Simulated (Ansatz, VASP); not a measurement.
## BiTe: VASP beside Ansatz

```
Bi Te
1.0
     2.43875    1.40801    3.33926
    -2.43875    1.40801    3.33926
     0.00000   -2.81603    3.33926
Bi Te
1 1
Direct
  0.50000 0.50000 0.50000
  0.00000 0.00000 0.00000
```

Alike in both runs: task single point; functional r2SCAN; k mesh 7 × 7 × 7; occupations fermi-dirac, width 0.05 eV; no spin polarisation.

```csv
,VASP,Ansatz
version,VASP 6.6.1,Ansatz 0.2.0
potentials or method,"VASP PAW PBE potentials, release 64 (Bi_d, Te)",Ansatz PAW
plane-wave cutoff (eV),520,500
valence electrons in the cell,21,31
```

|  | VASP | Ansatz | Ansatz less VASP |
| --- | --- | --- | --- |
| gap on the k mesh at the Fermi level (eV) | none | none | - |
| pressure (GPa) | -1.6 | -1.5 | +0.03 |
| traceless stress, the component that is largest in VASP (GPa) | 0.28 | 0.27 | -0.005 |

VASP's potentials were made for PBE, not for r2SCAN. A gap of «none» marks a metal or a gap that the smearing closes. The functional is the same, so the differences come from potentials, cutoffs and numerics. VASP's potentials hold 21 valence electrons a cell and Ansatz's 31, so a difference there can come from the potentials and not from the codes.

Neither program's run includes spin-orbit coupling.
